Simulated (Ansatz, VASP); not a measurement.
## Two plane-wave programs on CaPb3

```
CELL_PARAMETERS angstrom
4.89100 0.00000 0.00000
0.00000 4.89100 0.00000
0.00000 0.00000 4.89100
ATOMIC_POSITIONS crystal
Ca 0.00000 0.00000 0.00000
Pb 0.00000 0.50000 0.50000
Pb 0.50000 0.00000 0.50000
Pb 0.50000 0.50000 0.00000
```

Alike in both runs: task single point; functional LDA; k mesh 5 × 5 × 5; no spin polarisation.

|  | VASP | Ansatz |
| --- | --- | --- |
| version | VASP 6.6.1 | Ansatz 0.2.0 |
| potentials or method | VASP PAW LDA potentials, release 64 (Ca_sv, Pb_d) | plane waves, PAW |
| plane-wave cutoff (eV) | 520 | 420 |
| occupations | methfessel-paxton of order 1, width 0.1 eV | cold, width 0.1 eV |
| valence electrons in the cell | 52 | 52 |

```tsv
	VASP	Ansatz	Ansatz less VASP
gap on the k mesh at the Fermi level (eV)	none	none	-
pressure (GPa)	-2.1	-2.2	-0.08
```

LDA's correlation is that of Perdew and Zunger in VASP and of Perdew and Wang (1992) in Ansatz. A gap of «none» marks a metal or a gap that the smearing closes. Ansatz's warnings: stress scf threshold loose.

Spin-orbit coupling is off throughout.
